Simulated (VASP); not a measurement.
Set up this calculation in VASP 6.6.1, as the native input.

| Quantity | Value |
| --- | --- |
| Task | single point |
| Functional | PBE |
| Potentials or basis | VASP PAW PBE potentials, release 64 (Li_sv, H, I) |
| Cutoff | 520 eV |
| k mesh | 7 × 7 × 3 |
| Occupations | methfessel-paxton, width 0.0125 eV |
| Spin | no spin polarisation |
| Dipole correction | no |
| Further INCAR settings | ALGO = Normal; EDIFF = 1e-06; NBANDS = 20 |

The structure of LiHI lies in POSCAR:

```
LiHI
1.0
    3.8451050000      0.0000000000      0.0000000000
    0.0000000000      3.8451050000      0.0000000000
    0.0000000000      0.0000000000      8.4448750000
Li H I
2 2 2
Direct
    0.0000000000      0.5000000000      0.1600000000
    0.5000000000      0.0000000000      0.8400000000
    0.0000000000      0.0000000000      0.0000000000
    0.5000000000      0.5000000000      0.0000000000
    0.0000000000      0.5000000000      0.6750000000
    0.5000000000      0.0000000000      0.3250000000
```

These files were run (other wordings do the same):

INCAR

```
  PREC = Accurate
  ENCUT = 520
  EDIFF = 1E-6
  ISMEAR = 1
  SIGMA = 0.0125
  LREAL = False
  LASPH = True
  NELM = 60
  ALGO = Normal
  ISIF = 2
  LWAVE = False
  LCHARG = True
  GGA = PE
  LELF = True
  LVHAR = True
  NBANDS = 20
```

KPOINTS

```
Automatic mesh
0
Gamma
  7 7 3
```

Potentials or basis: VASP PAW PBE potentials, release 64 (Li_sv, H, I).

Launch:

```sh
$ cat potpaw_PBE.64/Li_sv/POTCAR potpaw_PBE.64/H/POTCAR potpaw_PBE.64/I/POTCAR > POTCAR
$ mpirun -np 1 vasp_std > vasp.out
```

Results of the run:

The largest force is 0.436 eV/Å and the band gap on the k mesh is zero (band 11 reaches 1.73 eV, above the bottom of band 12 at 1.23 eV).

Caveat: spin-orbit coupling is left out, which moves the levels of the heavy elements.

It took 59 s on 1 thread of AMD EPYC 7R13 Processor (Zen 3), on a shared host, peak memory 0.21 GiB.
